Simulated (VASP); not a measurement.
A run of VASP 6.6.1:

File INCAR:

```
ALGO = Fast
EDIFF = 1E-6
ENCUT = 520
GGA = PS
ISIF = 2
ISMEAR = 0
LASPH = True
LCHARG = False
LREAL = False
LWAVE = False
NBANDS = 19
NELM = 80
PREC = Accurate
SIGMA = 0.15
```

File KPOINTS:

```
k-points
0
Gamma
  16 16 12
```

POSCAR

```
TiHg
1.0
    3.1594500000      0.0000000000      0.0000000000
    0.0000000000      3.1594500000      0.0000000000
    0.0000000000      0.0000000000      4.0410000000
Ti Hg
1 1
Direct
    0.5000000000      0.5000000000      0.5000000000
    0.0000000000      0.0000000000      0.0000000000
```

Potentials or basis: VASP PAW PBE potentials, release 64 (Ti_sv, Hg).

Launch:

```console
$ cat potpaw_PBE.64/Ti_sv/POTCAR potpaw_PBE.64/Hg/POTCAR > POTCAR
$ mpirun -np 1 vasp_std > vasp.out
```

Hardware: 1 thread of Oxide Virtual Turin-like Processor, with other jobs on the host.

Problem. How long does it take, and how much memory?

Solution. Run time: 6.5 min on 1 thread of Oxide Virtual Turin-like Processor (shared host), peak memory 0.31 GiB. Counts: scf iterations 23, k points 315.
